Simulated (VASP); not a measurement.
Write the native input for VASP 6.6.1 that does the following.

* Task: single point
* Functional: PBE
* Potentials or basis: VASP PAW PBE potentials, release 64 (Zr_sv)
* Cutoff: 500 eV
* k mesh: 3 × 2 × 5
* Occupations: gaussian, width 0.1 eV
* Spin: no spin polarisation
* Dipole correction: no
* Further INCAR settings: ALGO = Normal; EDIFF = 1e-06; NBANDS = 19; ISYM = 0

The structure of Zr lies in POSCAR:

```
Zr
1.0
    3.2392314131      0.0000000000      0.0000000000
   -1.6196157065      2.8052566925      0.0000000000
    0.0000000000      0.0000000000      5.1722200000
Zr
2
Direct
    0.3333333333      0.6666666667      0.2500000000
    0.6666666667      0.3333333333      0.7500000000
```

These files were run (other wordings do the same):

INCAR

```
SYSTEM = Zr
PREC     = Accurate       ! precision mode
ENCUT    = 500            ! plane-wave cutoff, eV
EDIFF    = 1E-6           ! SCF threshold, eV
ISMEAR   = 0              ! smearing method
SIGMA    = 0.1            ! smearing width, eV
LREAL    = .False.        ! projectors in reciprocal space
LASPH    = .True.         ! aspherical terms in the spheres
NELM     = 120            ! most SCF steps
ALGO     = Normal         ! electronic algorithm
ISIF     = 2              ! what is computed and relaxed
LWAVE    = .False.        ! write WAVECAR
LCHARG   = .False.        ! write CHGCAR
GGA      = PE             ! functional
NBANDS   = 19             ! bands
ISYM     = 0            
GGA_COMPAT= .False.
```

KPOINTS

```
regular mesh
0
Gamma
  3 2 5
  0 0 0
```

Potentials or basis: VASP PAW PBE potentials, release 64 (Zr_sv).

Launch:

```sh
$ cat potpaw_PBE.64/Zr_sv/POTCAR > POTCAR
$ mpirun -np 1 vasp_std > vasp.out
```

Results of the run:

- Pressure: -4.3 GPa
- Largest force: 0.543 eV/Å
- Band gap on the k mesh: zero (band 12 reaches 9.76 eV, above the bottom of band 13 at 8.90 eV)

Caveat: the k points lie up to 1.12 Å⁻¹ apart.

It took 5.1 s on 1 thread of Intel(R) Xeon(R) 6975P-C (Granite Rapids), with other jobs on the host, peak memory 0.15 GiB.
